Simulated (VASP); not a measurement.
# AlGa3N4 (R3m) in VASP: further runs

Runs on AlGa3N4. Level: LDA. Tasks: single point.

Program: VASP 6.6.1. These are calculated values, not measurements. Logs are shortened: lines on timing, memory, paths and dates and some standing lists are left out, and cuts for length are marked.

## 1. The cell of the first run

The structure is trigonal, space group R3m (No. 160). The conventional cell has a = 6.045 Å, b = 6.045 Å, c = 8.881 Å, α = 90.00°, β = 90.00°, γ = 120.00°. Al (site symmetry 3m) has 4 N at 1.86 to 2.18 Å within 2.5 Å. Ga (site symmetry m) has 4 N at 1.91 to 2.23 Å within 2.5 Å. N (site symmetry m) has 1 Al at 1.86 Å and 3 Ga at 1.91 to 2.23 Å within 2.5 Å. N (site symmetry 3m) has 3 Ga at 1.91 Å and 1 Al at 2.18 Å within 2.5 Å.

## 2. Single point, LDA

INCAR

```
PREC     = Accurate       # precision mode
ENCUT    = 520            # plane-wave cutoff, eV
EDIFF    = 1E-7           # SCF threshold, eV
ISMEAR   = 0              # smearing method
SIGMA    = 0.05           # smearing width, eV
LREAL    = F              # projectors in reciprocal space
LASPH    = T              # aspherical terms in the spheres
NELM     = 100            # most SCF steps
ALGO     = Normal         # electronic algorithm
ISIF     = 2              # what is computed and relaxed
LWAVE    = F              # write WAVECAR
LCHARG   = F              # write CHGCAR
GGA      = CA             # functional
NBANDS   = 41             # bands
```

KPOINTS

```
regular mesh
0
Gamma
  6 6 6
```

POSCAR

```
AlGa3N4
1.0
    4.5588671544      0.2843948881      0.2843948881
    0.2843948881      4.5588671544      0.2843948881
    0.2843948881      0.2843948881      4.5588671544
Al Ga N
1 3 4
Direct
    0.0000000000      0.0000000000      0.0000000000
    0.5000000000      0.5000000000      0.0000000000
    0.5000000000      0.0000000000      0.5000000000
    0.0000000000      0.5000000000      0.5000000000
    0.7548078379      0.7548078379      0.2451921621
    0.7548078379      0.2451921621      0.7548078379
    0.2451921621      0.7548078379      0.7548078379
    0.2451921621      0.2451921621      0.2451921621
```

Potentials or basis: VASP PAW LDA potentials, release 64 (Al, Ga_d, N).

Launch:

```console
cat potpaw_LDA.64/Al/POTCAR potpaw_LDA.64/Ga_d/POTCAR potpaw_LDA.64/N/POTCAR > POTCAR
mpirun -np 1 vasp_std > vasp.out
```

OUTCAR:

```text
PREC = Accurate
   ENCUT = 520
   EDIFF = 1E-7
   ISMEAR = 0
   LREAL = F
   LASPH = T
   NELM = 100
   ISIF = 2
   GGA = CA

 ion  position               nearest neighbor table
   1  0.000  0.000  0.000-   5 1.86   6 1.86   7 1.86   8 2.18   3 3.02   4 3.02   2 3.02   4 3.02
                             2 3.02   3 3.02
   2  0.500  0.500  0.000-   6 1.91   7 1.91   8 1.91   5 2.23   1 3.02   1 3.02
   3  0.500  0.000  0.500-   5 1.91   7 1.91   8 1.91   6 2.23   1 3.02   1 3.02
   4  0.000  0.500  0.500-   5 1.91   6 1.91   8 1.91   7 2.23   1 3.02   1 3.02
   5  0.755  0.755  0.245-   1 1.86   3 1.91   4 1.91   2 2.23
   6  0.755  0.245  0.755-   1 1.86   2 1.91   4 1.91   3 2.23
   7  0.245  0.755  0.755-   1 1.86   2 1.91   3 1.91   4 2.23
   8  0.245  0.245  0.245-   2 1.91   3 1.91   4 1.91   1 2.18

  LATTYP: Found a trigonal (rhomboedric) cell.
 ALAT       =     4.5765741157
 COS(alpha) =     0.1276635746

  Lattice vectors:

 A1 = (   4.5588671544,   0.2843948881,   0.2843948881)
 A2 = (   0.2843948881,   4.5588671544,   0.2843948881)
 A3 = (   0.2843948881,   0.2843948881,   4.5588671544)

Analysis of symmetry for initial positions (statically):
=====================================================================
 Subroutine PRICEL returns:
 Original cell was already a primitive cell.

 Routine SETGRP: Setting up the symmetry group for a
 trigonal (rhombohedral) supercell.

 Subroutine GETGRP returns: Found  6 space group operations
 (whereof  6 operations were pure point group operations)
 out of a pool of 12 trial point group operations.

The static configuration has the point symmetry C_3v.

Analysis of symmetry for dynamics (positions and initial velocities):
=====================================================================
 Subroutine PRICEL returns:
 Original cell was already a primitive cell.

 Routine SETGRP: Setting up the symmetry group for a
 trigonal (rhombohedral) supercell.

 Subroutine GETGRP returns: Found  6 space group operations
 (whereof  6 operations were pure point group operations)
 out of a pool of 12 trial point group operations.

The dynamic configuration has the point symmetry C_3v.

 Subroutine INISYM returns: Found  6 space group operations
 (whereof  6 operations are pure point group operations),
 and found     1 'primitive' translations

----------------------------------------------------------------------------------------

                                     Primitive cell

  volume of cell :      93.6880

  direct lattice vectors                    reciprocal lattice vectors
     4.558867154  0.284394888  0.284394888     0.220971622 -0.012975387 -0.012975387
     0.284394888  4.558867154  0.284394888    -0.012975387  0.220971622 -0.012975387
     0.284394888  0.284394888  4.558867154    -0.012975387 -0.012975387  0.220971622

  length of vectors
     4.576574116  4.576574116  4.576574116     0.221732223  0.221732223  0.221732223

  position of ions in fractional coordinates (direct lattice)
     0.000000000  0.000000000  0.000000000
     0.500000000  0.500000000  0.000000000
     0.500000000  1.000000000  0.500000000
     1.000000000  0.500000000  0.500000000
     0.754807838  0.754807838  0.245192162
     0.754807838  0.245192162  0.754807838
     0.245192162  0.754807838  0.754807838
     0.245192162  0.245192162  0.245192162

  ion indices of the primitive-cell ions
   primitive index   ion index
                 1           1
                 2           2
                 3           3
                 4           4
                 5           5
                 6           6
                 7           7
                 8           8

----------------------------------------------------------------------------------------

 KPOINTS: regular mesh

Automatic generation of k-mesh.
 Grid dimensions read from file:
 generate k-points for:    6    6    6

 Generating k-lattice:

  Cartesian coordinates                     Fractional coordinates (reciprocal lattice)
     0.036828604 -0.002162565 -0.002162565     0.166666667  0.000000000  0.000000000
    -0.002162565  0.036828604 -0.002162565     0.000000000  0.166666667  0.000000000
    -0.002162565 -0.002162565  0.036828604     0.000000000  0.000000000  0.166666667

  Length of vectors
     0.036955371  0.036955371  0.036955371

  Shift w.r.t. Gamma in fractional coordinates (k-lattice)
     0.000000000  0.000000000  0.000000000

 Subroutine IBZKPT returns following result:
 ===========================================

 Found     32 irreducible k-points:

 Following reciprocal coordinates:
            Coordinates               Weight
  0.000000  0.000000  0.000000      1.000000
  0.166667  0.000000  0.000000      6.000000
  0.333333  0.000000  0.000000      6.000000
  0.500000 -0.000000 -0.000000      3.000000
  0.166667  0.166667  0.000000      6.000000
  0.333333  0.166667 -0.000000     12.000000
[... 16 lines left out ...]
  0.500000  0.500000  0.166667      6.000000
 -0.333333  0.500000  0.166667     12.000000
 [... further k-points ...]
   k-points           NKPTS =     32   k-points in BZ     NKDIM =     32   number of bands    NBANDS=     41
   number of dos      NEDOS =    301   number of ions     NIONS =      8
   total plane-waves  NPLWV =  46656
   dimension x,y,z NGX =    36 NGY =   36 NGZ =   36
   dimension x,y,z NGXF=    72 NGYF=   72 NGZF=   72
   ions per type =               1   3   4
   NGX,Y,Z   is equivalent  to a cutoff of  13.08, 13.08, 13.08 a.u.
   NGXF,Y,Z  is equivalent  to a cutoff of  26.15, 26.15, 26.15 a.u.
 SYSTEM =  unknown system
   PREC   = accura    normal or accurate (medium, high low for compatibility)
   ISTART =      0    job   : 0-new  1-cont  2-samecut
   ICHARG =      2    charge: 1-file 2-atom 10-const
   ISPIN  =      1    spin polarized calculation?
   LNONCOLLINEAR =      F non collinear calculations
   LSORBIT =      F    spin-orbit coupling
   LASPH  =      T    aspherical Exc in radial PAW
   ENCUT  =  520.0 eV  38.22 Ry    6.18 a.u.   8.51  8.51  8.51*2*pi/ulx,y,z
   NELM   =    100;   NELMIN=  2; NELMDL= -5     # of ELM steps
   EDIFF  = 0.1E-06   stopping-criterion for ELM
   LREAL  =      F    real-space projection
   EDIFFG = 0.1E-05   stopping-criterion for IOM
   NSW    =      0    number of steps for IOM
   IBRION =     -1    ionic relax: 0-MD 1-quasi-New 2-CG
   NFREE  =      0    steps in history (QN), initial steepest desc. (CG)
   ISIF   =      2    stress and relaxation
   ISYM   =      2    0-nonsym 1-usesym 2-fastsym
   POTIM  = 0.5000    time-step for ionic-motion
   TEBEG  =    0.0;   TEEND  =   0.0 temperature during run
   PSTRESS=    0.0 pullay stress
   NELECT =      62.0000    total number of electrons
   NUPDOWN=      -1.0000    fix difference up-down
   EMIN   =  10.00;   EMAX   =-10.00  energy-range for DOS
   EFERMI =   0.00;   METHOD = LEGACY
   ISMEAR =     0;   SIGMA  =   0.05  broadening in eV -4-tet -1-fermi 0-gaus
   EFERMI_NEDOS =   21; number of points for ismear=-14 and -15
   IALGO  =     38    algorithm
   IMIX   =      4    mixing-type and parameters
     AMIX     =   0.40;   BMIX     =  1.00
     AMIX_MAG =   1.60;   BMIX_MAG =  1.00
  volume/ion in A,a.u.               =      11.71        79.03
  Fermi-wavevector in a.u.,A,eV,Ry     =   1.426628  2.695936 27.691494  2.035267
  Thomas-Fermi vector in A             =   2.546885
   LORBIT       =      0    0 simple, 1 ext, 2 COOP (PROOUT), +10 PAW based schemes
   GGA     = CA    functional components
   LHFCALC =     F    Hartree Fock is set to
   AEXX    =    0.0000 exact exchange contribution
   IVDW    =     0    specifies the selected vdW correction
   LEPSILON=     F    determine dielectric tensor
   LRPA    =     F    only Hartree local field effects (RPA)
 non-spin polarized calculation
 Gauss-broadening in eV      SIGMA  =   0.05
  energy-cutoff  :      520.00
  volume of cell :       93.69
 maximum number of plane-waves:      2543
 NGX is ok and might be reduce to    36
   NGX = 17   NGY = 17   NGZ = 17

 number of electron      62.0000006 magnetization

 Free energy of the ion-electron system (eV)
  ---------------------------------------------------
  ext. energy  EPLUGINS =         0.00000000
  ---------------------------------------------------
  free energy    TOTEN  =       -55.95496139 eV

  energy without entropy =      -55.95496139  energy(sigma->0) =      -55.95496139

 E-fermi :   5.2695     XC(G=0): -11.6750

 val. band max:        5.0139038957   @ k =   0.0000   0.0000   0.0000
 cond. band min:       5.8324088267   @ k =   0.0000   0.0000   0.0000
 fundamental gap:      0.8185049310
 Fermi energy:         5.2695193915

 k-point     1 :       0.0000    0.0000    0.0000
  band No.  band energies     occupation
      1     -10.6664      2.00000
      2      -9.8456      2.00000
      3      -9.6610      2.00000
      4      -9.6610      2.00000
      5      -8.6665      2.00000
      6      -8.6466      2.00000
[... 33 lines left out ...]
     40      15.2301      0.00000
     41      15.2462      0.00000

 k-point     2 :       0.1667    0.0000    0.0000
  band No.  band energies     occupation
      1     -10.5674      2.00000
      2      -9.8490      2.00000
      3      -9.6723      2.00000
      4      -9.6595      2.00000
      5      -8.6547      2.00000
      6      -8.6451      2.00000
[... 33 lines left out ...]
     40      15.0614      0.00000
     41      15.2092      0.00000

 k-point     3 :       0.3333    0.0000    0.0000
  band No.  band energies     occupation
      1     -10.3166      2.00000
      2      -9.8733      2.00000
      3      -9.7089      2.00000
      4      -9.6564      2.00000
      5      -8.6385      2.00000
      6      -8.6294      2.00000
[... 875 lines left out ...]
      2      -9.9320      2.00000
      3      -9.7109      2.00000
      4      -9.7062      2.00000
      5      -8.6464      2.00000
      6      -8.6293      2.00000
[... 33 lines left out ...]
     40      14.1625      0.00000
     41      14.2445      0.00000

 k-point    24 :      -0.3333    0.5000    0.1667
  band No.  band energies     occupation
      1     -10.0118      2.00000
      2      -9.8980      2.00000
      3      -9.7203      2.00000
      4      -9.6991      2.00000
      5      -8.6438      2.00000
      6      -8.6268      2.00000
[... 33 lines left out ...]
     40      14.3271      0.00000
     41      14.5044      0.00000

 [... further k-points ...]
[... 5 lines left out ...]
  --------------------------------------------------------------------------------------
  -------------------------------------------------------------------------------------
  Total       -3.0981826     -3.0981826     -3.0981826    -10.3277420    -10.3277420    -10.3277420
  in kB      -52.9826430    -52.9826430    -52.9826430   -176.6167935   -176.6167935   -176.6167935
  external PRESSURE =     -52.9826430 kB  Pullay stress =       0.0000000 kB

 VOLUME and BASIS-vectors are now :
 -----------------------------------------------------------------------------
  energy-cutoff  :      520.00
  volume of cell :       93.69
      direct lattice vectors                 reciprocal lattice vectors
     4.558867154  0.284394888  0.284394888     0.220971622 -0.012975387 -0.012975387
     0.284394888  4.558867154  0.284394888    -0.012975387  0.220971622 -0.012975387
     0.284394888  0.284394888  4.558867154    -0.012975387 -0.012975387  0.220971622

 POSITION                                       TOTAL-FORCE (eV/Angst)
 -----------------------------------------------------------------------------------
      0.00000      0.00000      0.00000         0.093186      0.093186      0.093186
      2.42163      2.42163      0.28439         0.063814      0.063814      0.070186
      2.42163      0.28439      2.42163         0.063814      0.070186      0.063814
      0.28439      2.42163      2.42163         0.070186      0.063814      0.063814
      3.72546      3.72546      1.54713        -0.029621     -0.029621     -0.035537
      3.72546      1.54713      3.72546        -0.029621     -0.035537     -0.029621
      1.54713      3.72546      3.72546        -0.035537     -0.029621     -0.029621
      1.25726      1.25726      1.25726        -0.196219     -0.196219     -0.196219
 -----------------------------------------------------------------------------------
    total drift:                               -0.000032     -0.000032     -0.000031

  FREE ENERGIE OF THE ION-ELECTRON SYSTEM (eV)
  ---------------------------------------------------
  free  energy   TOTEN  =       -55.9549613855 eV

  energy  without entropy=      -55.9549613855  energy(sigma->0) =      -55.95496139
```

It took 99 s on 1 thread of Intel Xeon Platinum 8259CL at 2.50GHz (Skylake/Cascade Lake), shared host; peak memory 0.23 GiB.

Results:

```yaml
Free_energy: -55.9550 eV
Pressure: -5.3 GPa
Largest_force: 0.340 eV/Å
Band_gap_on_the_k_mesh: 0.82 eV, direct
```

Forces on the atoms (eV/Å):
```
Al   0.093  0.093  0.093
Ga   0.064  0.064  0.070
Ga   0.064  0.070  0.064
Ga   0.070  0.064  0.064
N   -0.030 -0.030 -0.036
N   -0.030 -0.036 -0.030
N   -0.036 -0.030 -0.030
N   -0.196 -0.196 -0.196
```

(Continued in part 2 of 2.)
